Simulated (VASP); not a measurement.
Write the native input for VASP 6.6.1 that does the following.

```yaml
Task: single point
Functional: PBE
Potentials_or_basis: VASP PAW PBE potentials, release 64 (Fe, Co)
Cutoff: 520 eV
k_mesh: 6 × 6 × 4
Occupations: gaussian, width 0.1 eV
Spin: collinear spin, ferromagnetic start
Starting_moments: "[4.0, 4.0, 4.0, 4.0, 4.0, 3.0] μB"
Dipole_correction: no
Further_INCAR_settings: ALGO = Fast; EDIFF = 1e-07; NBANDS = 38
```

The structure of Fe5Co lies in POSCAR:

```
Fe5Co
1.0
    4.1603640500      0.0000000000      0.0000000000
   -2.0801820200      3.6029809500      0.0000000000
    0.0000000000      0.0000000000      4.4772989300
Fe Co
5 1
Direct
    0.6666666700      0.3333333300      0.0000000000
    0.3333333300      0.6666666700      0.0000000000
    0.3333333300      0.0000000000      0.5000000000
    0.0000000000      0.3333333300      0.5000000000
    0.6666666700      0.6666666700      0.5000000000
    0.0000000000      0.0000000000      0.0000000000
```

These files were run (other wordings do the same):

INCAR

```
ALGO = Fast
EDIFF = 1E-7
ENCUT = 520
GGA = PE
ISIF = 2
ISMEAR = 0
ISPIN = 2
LASPH = True
LCHARG = True
LELF = True
LMAXMIX = 4
LORBIT = 11
LREAL = False
LVHAR = True
LWAVE = False
MAGMOM = 4 4 4 4 4 3
NBANDS = 38
NELM = 150
PREC = Accurate
SIGMA = 0.1
```

KPOINTS

```
k-points
0
Gamma
  6 6 4
```

Potentials or basis: VASP PAW PBE potentials, release 64 (Fe, Co).

Command:

```console
$ cat potpaw_PBE.64/Fe/POTCAR potpaw_PBE.64/Co/POTCAR > POTCAR
$ mpirun -np 1 vasp_std > vasp.out
```

Results of the run:

```
Pressure                                              : 11.4 GPa
Largest force                                         : 0.056 eV/Å
Net moment                                            : 13.58 μB per cell
Site moments                                          : Fe +2.48, +2.28 (each value once); Co +1.66 μB
Valence electrons inside the program's atomic spheres : Fe 7.31, 7.33 (each value once); Co 8.32
```

Caveat: the cell stands under pressure.

Run time: 5.5 min on 1 thread of Intel Xeon 8259CL, with other jobs on the host, peak memory 0.26 GiB.
